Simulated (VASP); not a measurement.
# InSe2 (P4/nmm) in VASP: further runs, part 2 of 2

VASP 6.6.1. Earlier steps stand in the parts before.

## Step 5: Single point, PBEsol

Input file INCAR:

```
SYSTEM = InSe2
PREC = Accurate ; ENCUT = 520
EDIFF = 1E-7 ; ISMEAR = 0
SIGMA = 0.1 ; LREAL = .FALSE.
LASPH = .TRUE. ; NELM = 100
ALGO = Normal ; ISIF = 2
LWAVE = .FALSE. ; LCHARG = .FALSE.
GGA = PS ; NBANDS = 34
```

Input file KPOINTS:

```
Automatic mesh
0
Gamma
  6 6 4
  0.5 0.5 0.5
```

Input file POSCAR:

```
InSe2
1.0
    3.8948930000      0.0000000000      0.0000000000
    0.0000000000      3.8948930000      0.0000000000
    0.0000000000      0.0000000000      9.6262310000
In Se
2 4
Direct
    0.0000000000      0.5000000000      0.7064680000
    0.5000000000      0.0000000000      0.2935320000
    0.0000000000      0.5000000000      0.3662120000
    0.5000000000      0.0000000000      0.6337880000
    0.0000000000      0.0000000000      0.0000000000
    0.5000000000      0.5000000000      0.0000000000
```

Command:

```console
cat potpaw_PBE.64/In_d/POTCAR potpaw_PBE.64/Se/POTCAR > POTCAR
mpirun -np 1 vasp_std > vasp.out
```

Wall time 92 s (1 thread of Intel Xeon 8259CL, shared host); peak memory 0.26 GiB.

Results (log left out):

* Free energy: -22.5913 eV
* Pressure: -3.2 GPa
* Largest force: 0.127 eV/Å
* Band gap on the k mesh: zero (bands 25 and 26 overlap by 1.09 eV)

Forces in eV/Å, atoms in the order of the input:
```
In   0.000  0.000 -0.127
In   0.000  0.000  0.127
Se   0.000  0.000 -0.025
Se   0.000  0.000  0.025
Se   0.000  0.000  0.000
Se   0.000  0.000  0.000
```

Stress tensor (GPa, compression positive):
```
-3.67  0.00  0.00
 0.00 -3.67  0.00
 0.00  0.00 -2.26
```

Levels at points of the mesh, in eV from the Fermi level:
```csv
k point,band 22,band 23,band 24,band 25,band 26,band 27,band 28,band 29
"(0.08, 0.08, 0.12)",-1.72,-1.22,-0.15,0.23,0.93,1.92,3.12,3.43
```

Caveat: the cell stands under tension; the PAW data sets were made with another functional, which shifts forces and pressure a little; spin-orbit coupling is left out, which moves the levels of the heavy elements.

## Step 6: Single point, PBEsol

Input file INCAR:

```
SYSTEM = InSe2
  PREC = Accurate
  ENCUT = 520
  EDIFF = 1E-7
  ISMEAR = 0
  SIGMA = 0.1
  LREAL = .FALSE.
  LASPH = .TRUE.
  NELM = 80
  ALGO = Normal
  ISIF = 2
  LWAVE = .FALSE.
  LCHARG = .TRUE.
  GGA = PS
  LELF = .TRUE.
  LVHAR = .TRUE.
  NBANDS = 34
```

Input file KPOINTS:

```
Automatic mesh
0
G
  6 6 2
  0 0 0
```

POSCAR is that of step 5.

Potentials or basis: VASP PAW PBE potentials, release 64 (In_d, Se).

Command:

```console
cat potpaw_PBE.64/In_d/POTCAR potpaw_PBE.64/Se/POTCAR > POTCAR
mpirun -np 1 vasp_std > vasp.out
```

OUTCAR:

```text
SYSTEM = InSe2
   PREC = Accurate
   ENCUT = 520
   EDIFF = 1E-7
   ISMEAR = 0
   LREAL = .FALSE.
   LASPH = .TRUE.
   NELM = 80
   ISIF = 2
   GGA = PS

 ion  position               nearest neighbor table
   1  0.000  0.500  0.706-   4 2.84   4 2.84   4 2.84   4 2.84   3 3.28
   2  0.500  0.000  0.294-   3 2.84   3 2.84   3 2.84   3 2.84   4 3.28
   3  0.000  0.500  0.366-   2 2.84   2 2.84   2 2.84   2 2.84   1 3.28
   4  0.500  0.000  0.634-   1 2.84   1 2.84   1 2.84   1 2.84   2 3.28
   5  0.000  0.000  0.000-   6 2.75   6 2.75   6 2.75   6 2.75
   6  0.500  0.500  0.000-   5 2.75   5 2.75   5 2.75   5 2.75

  LATTYP: Found a simple tetragonal cell.
 ALAT       =     3.8948930000
 C/A-ratio  =     2.4715007575

  Lattice vectors:

 A1 = (   3.8948930000,   0.0000000000,   0.0000000000)
 A2 = (   0.0000000000,   3.8948930000,   0.0000000000)
 A3 = (   0.0000000000,   0.0000000000,   9.6262310000)

Analysis of symmetry for initial positions (statically):
=====================================================================
 Subroutine PRICEL returns:
 Original cell was already a primitive cell.

 Routine SETGRP: Setting up the symmetry group for a
 simple tetragonal supercell.

 Subroutine GETGRP returns: Found 16 space group operations
 (whereof  8 operations were pure point group operations)
 out of a pool of 16 trial point group operations.

The static configuration has the point symmetry D_2d.
 The point group associated with its full space group is D_4h.

Analysis of symmetry for dynamics (positions and initial velocities):
=====================================================================
 Subroutine PRICEL returns:
 Original cell was already a primitive cell.

 Routine SETGRP: Setting up the symmetry group for a
 simple tetragonal supercell.
[... 126 lines left out ...]
   IALGO  =     38    algorithm
   IMIX   =      4    mixing-type and parameters
     AMIX     =   0.40;   BMIX     =  1.00
     AMIX_MAG =   1.60;   BMIX_MAG =  1.00
  volume/ion in A,a.u.               =      24.34       164.25
  Fermi-wavevector in a.u.,A,eV,Ry     =   1.145291  2.164286 17.846635  1.311691
  Thomas-Fermi vector in A             =   2.281980
   LORBIT       =      0    0 simple, 1 ext, 2 COOP (PROOUT), +10 PAW based schemes
   GGA     = PS    functional components
   LHFCALC =     F    Hartree Fock is set to
   AEXX    =    0.0000 exact exchange contribution
   IVDW    =     0    specifies the selected vdW correction
   LEPSILON=     F    determine dielectric tensor
   LRPA    =     F    only Hartree local field effects (RPA)
 non-spin polarized calculation
 Gauss-broadening in eV      SIGMA  =   0.10
  energy-cutoff  :      520.00
  volume of cell :      146.03
 maximum number of plane-waves:      3972
 NGX is ok and might be reduce to    30
   NGX = 15   NGY = 15   NGZ = 35

 number of electron      49.9999991 magnetization

 Free energy of the ion-electron system (eV)
  ---------------------------------------------------
  ext. energy  EPLUGINS =         0.00000000
  ---------------------------------------------------
  free energy    TOTEN  =       -22.64875300 eV

  energy without entropy =      -22.64100227  energy(sigma->0) =      -22.64487763

 E-fermi :   4.8665     XC(G=0): -10.0437

 val. band max:        4.8610136544   @ k =   0.3333   0.0000   0.0000
 cond. band min:       5.0250929319   @ k =   0.1667   0.0000   0.0000
 fundamental gap:      0.1640792775
 Fermi energy:         4.8665067959

 k-point     1 :       0.0000    0.0000    0.0000
  band No.  band energies     occupation
      1     -10.1248      2.00000
      2      -9.7108      2.00000
      3      -9.6485      2.00000
      4      -9.5096      2.00000
      5      -9.5064      2.00000
      6      -9.4701      2.00000
[... 729 lines left out ...]
     33      10.2790      0.00000
     34      10.2790      0.00000

------------------------ aborting loop because EDIFF is reached ----------------------------------------

  FORCE on cell =-STRESS in cart. coord.  units (eV):
  Direction    XX          YY          ZZ          XY          YZ          ZX
  --------------------------------------------------------------------------------------
  -------------------------------------------------------------------------------------
  Total       -3.5173724     -3.5173724     -2.2484149      0.0000000     -0.0000000      0.0000000
  in kB      -38.5906054    -38.5906054    -24.6683274      0.0000000     -0.0000000      0.0000000
  external PRESSURE =     -33.9498461 kB  Pullay stress =       0.0000000 kB

 VOLUME and BASIS-vectors are now :
 -----------------------------------------------------------------------------
  energy-cutoff  :      520.00
  volume of cell :      146.03
      direct lattice vectors                 reciprocal lattice vectors
     3.894893000  0.000000000  0.000000000     0.256746463  0.000000000  0.000000000
     0.000000000  3.894893000  0.000000000     0.000000000  0.256746463  0.000000000
     0.000000000  0.000000000  9.626231000     0.000000000  0.000000000  0.103882818

 POSITION                                       TOTAL-FORCE (eV/Angst)
 -----------------------------------------------------------------------------------
      0.00000      1.94745      6.80062         0.000000     -0.000000      0.009502
      1.94745      0.00000      2.82561         0.000000     -0.000000     -0.009502
      0.00000      1.94745      3.52524         0.000000     -0.000000     -0.093067
      1.94745      0.00000      6.10099         0.000000      0.000000      0.093067
      0.00000      0.00000      0.00000         0.000000     -0.000000      0.000000
      1.94745      1.94745      0.00000         0.000000      0.000000      0.000000
 -----------------------------------------------------------------------------------
    total drift:                                0.000000      0.000000      0.000000

  FREE ENERGIE OF THE ION-ELECTRON SYSTEM (eV)
  ---------------------------------------------------
  free  energy   TOTEN  =       -22.6487530029 eV

  energy  without entropy=      -22.6410022661  energy(sigma->0) =      -22.64487763
```

OSZICAR:

```text
N       E                     dE             d eps       ncg     rms          rms(c)
DAV:   1     0.446068110880E+03    0.44607E+03   -0.22170E+04  1360   0.159E+03
DAV:   2     0.372367283889E+02   -0.40883E+03   -0.39072E+03  1392   0.395E+02
DAV:   3    -0.198930676723E+02   -0.57130E+02   -0.54460E+02  1752   0.149E+02
DAV:   4    -0.230854871550E+02   -0.31924E+01   -0.31511E+01  1600   0.334E+01
DAV:   5    -0.231971317481E+02   -0.11164E+00   -0.11145E+00  1892   0.679E+00    0.709E+00
DAV:   6    -0.226890886089E+02    0.50804E+00   -0.72324E-01  1846   0.149E+01    0.411E+00
DAV:   7    -0.226519312214E+02    0.37157E-01   -0.39107E-01  1888   0.525E+00    0.123E+00
DAV:   8    -0.226490248665E+02    0.29064E-02   -0.47352E-02  1842   0.199E+00    0.486E-01
DAV:   9    -0.226487093440E+02    0.31552E-03   -0.47837E-03  1660   0.428E-01    0.164E-01
DAV:  10    -0.226487502106E+02   -0.40867E-04   -0.40878E-04  1764   0.118E-01    0.803E-02
DAV:  11    -0.226487541985E+02   -0.39879E-05   -0.45605E-05  1872   0.494E-02    0.145E-02
DAV:  12    -0.226487530279E+02    0.11706E-05   -0.11487E-05  1676   0.197E-02    0.720E-03
DAV:  13    -0.226487530115E+02    0.16414E-07   -0.24418E-06  1676   0.103E-02    0.225E-03
DAV:  14    -0.226487530029E+02    0.86065E-08   -0.24637E-07  1182   0.339E-03
   1 F= -.22648753E+02 E0= -.22644878E+02  d E =-.775074E-02
```

stdout:

```text
POSCAR found type information on POSCAR InSe
 POSCAR found :  2 types and       6 ions
 scaLAPACK will be used
 -----------------------------------------------------------------------------
|                                                                             |
|                                                                             |
|     You enforced a specific xc type in the INCAR file but a different       |
|     I HOPE YOU KNOW WHAT YOU ARE DOING!                                     |
|                                                                             |
 -----------------------------------------------------------------------------

 LDA part: xc-table for (Slater+PW92), standard interpolation
 POSCAR, INCAR and KPOINTS ok, starting setup
 FFT: planning ... GRIDC
 FFT: planning ... GRID_SOFT
 FFT: planning ... GRID
 WAVECAR not read
 entering main loop
```

It took 2.5 min on 1 thread of Intel Xeon 8259CL, shared host; peak memory 0.28 GiB.

Results:

- Free energy: -22.6488 eV
- Pressure: -3.4 GPa
- Largest force: 0.093 eV/Å
- Band gap on the k mesh: zero (bands 25 and 26 overlap by 1.92 eV)

Forces in eV/Å, atoms in the order of the input:
```
In   0.000  0.000  0.010
In   0.000  0.000 -0.010
Se   0.000  0.000 -0.093
Se   0.000  0.000  0.093
Se   0.000  0.000  0.000
Se   0.000  0.000  0.000
```

Caveat: the cell stands under tension; the PAW data sets were made with another functional, which shifts forces and pressure a little; spin-orbit coupling is left out, which moves the levels of the heavy elements.

## Step 7: The runs side by side

```csv
k mesh,smearing,gap on the mesh (eV),pressure (GPa),largest force (eV/Å)
5 × 5 × 2,gaussian 0.2 eV,none,-3.5,0.08
5 × 5 × 2,gaussian 0.4 eV,none,-3.3,0.04
6 × 6 × 4,gaussian 0.1 eV,none,-3.4,0.08
"6 × 6 × 4, shifted",gaussian 0.1 eV,none,-3.2,0.13
6 × 6 × 2,gaussian 0.1 eV,none,-3.4,0.09
```

Alike in all rows: task single point; level PBEsol; potentials or basis VASP PAW PBE potentials, release 64 (In_d, Se); no spin polarisation; cell as given; cutoff (eV) 520.

Caveats: the cell stands under tension; the PAW data sets were made with another functional, which shifts forces and pressure a little; spin-orbit coupling is left out, which moves the levels of the heavy elements; so wide a smearing shifts energies and pressures (at least some runs).

Total energies depend on the potentials used, so only differences within one code and one set of settings carry meaning.
